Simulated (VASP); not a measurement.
A run of VASP 6.6.1:

Contents of INCAR:

```
SYSTEM = ZnS
ALGO = Normal
EDIFF = 1E-6
ENCUT = 520
GGA = PS
ISIF = 2
ISMEAR = 0
LASPH = .True.
LCHARG = .True.
LELF = .True.
LREAL = .False.
LVHAR = .True.
LWAVE = .False.
NBANDS = 26
NELM = 80
PREC = Accurate
SIGMA = 0.05
```

KPOINTS

```
k-points
0
Gamma
  9 9 6
  0 0 0
```

File POSCAR:

```
ZnS
1.0
    3.7303610463      0.0000000000      0.0000000000
   -1.8651805232      3.2305874314      0.0000000000
    0.0000000000      0.0000000000      6.1248380041
Zn S
2 2
Direct
    0.3333333333      0.6666666667     -0.0066373471
    0.6666666667      0.3333333333      0.4933626529
    0.3333333333      0.6666666667      0.3795575521
    0.6666666667      0.3333333333      0.8795575521
```

Potentials or basis: VASP PAW PBE potentials, release 64 (Zn, S).

Launch:

```bash
$ cat potpaw_PBE.64/Zn/POTCAR potpaw_PBE.64/S/POTCAR > POTCAR
$ mpirun -np 1 vasp_std > vasp.out
```

Hardware: 1 thread of Intel(R) Xeon(R) 6975P-C (Granite Rapids) (shared host).

Problem. How long does it take, and how much memory?

Solution. It took 35 s on 1 thread of Intel(R) Xeon(R) 6975P-C (Granite Rapids) (shared host), peak memory 0.22 GiB. Counts: scf iterations 12, k points 48.
